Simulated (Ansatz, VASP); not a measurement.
# Ba: VASP beside Ansatz

File POSCAR:

```
Ba
1.0
    3.6043001373      0.0000000000      0.0000000000
    0.0000000000      3.6043001373      0.0000000000
    0.0000000000      0.0000000000      4.2311349437
Ba
1
Direct
    0.0000000000      0.0000000000      0.0000000000
```

Contents of INCAR.step1:

```
SYSTEM = Ba
PREC = Accurate
ENCUT = 520
ISMEAR = 0
SIGMA = 0.15
LREAL = .FALSE.
LASPH = .TRUE.
NELM = 100
NBANDS = 11
GGA = PE
ALGO = Normal
EDIFF = 1E-4
LWAVE = .TRUE.
LCHARG = .FALSE.
```

INCAR.step2

```
SYSTEM = Ba
PREC = Accurate
ENCUT = 520
EDIFF = 1E-7
ISMEAR = 0
SIGMA = 0.15
LREAL = .FALSE.
LASPH = .TRUE.
NELM = 100
ALGO = Normal
ISIF = 2
LWAVE = .FALSE.
LCHARG = .FALSE.
METAGGA = R2SCAN
LMIXTAU = .TRUE.
NBANDS = 11
ISTART = 1
```

KPOINTS

```
Automatic mesh
0
G
  12 12 12
  0 0 0
```

Input for Ansatz:

```yaml
crystal:
  lattice:
    - [3.6043001373, 0.0, 0.0]
    - [0.0, 3.6043001373, 0.0]
    - [0.0, 0.0, 4.2311349437]
  atoms:
    - { symbol: Ba, position: [0.0, 0.0, 0.0] }
basis:
  ecutwfc: 500
kpoints:
  mp_grid: { grid: [12, 12, 12] }
hamiltonian:
  xc: r2scan
scf:
  occupations: { method: gaussian, width: 0.15 }
output:
  forces: true
  stress: true
  eigenvalues: true
```

Change from the starting cell: strain -0.080 along x and y, +0.080 along z, atoms carried along.

Alike in both runs: task single point; functional r2SCAN; k mesh 12 × 12 × 12; occupations gaussian, width 0.15 eV; no spin polarisation.

|  | VASP | Ansatz |
| --- | --- | --- |
| version | VASP 6.6.1 | Ansatz 0.2.0 |
| potentials or method | VASP PAW PBE potentials, release 64 (Ba_sv), cutoff 520 eV | scalar-relativistic, plane waves, PAW |
| valence electrons in the cell | 10 | 10 |

```csv
,VASP,Ansatz,Ansatz less VASP
gap on the k mesh at the Fermi level (eV),none,none,-
pressure (GPa),1.3,1.0,-0.32
"traceless stress, the component that is largest in VASP (GPa)",-3.93,-3.69,+0.239
```

VASP's potentials were made for PBE, not for r2SCAN. A gap of «none» marks a metal or a gap that the smearing closes. With one functional, cell and mesh, what is left measures potentials, basis and numerics.

Neither program's run includes spin-orbit coupling.
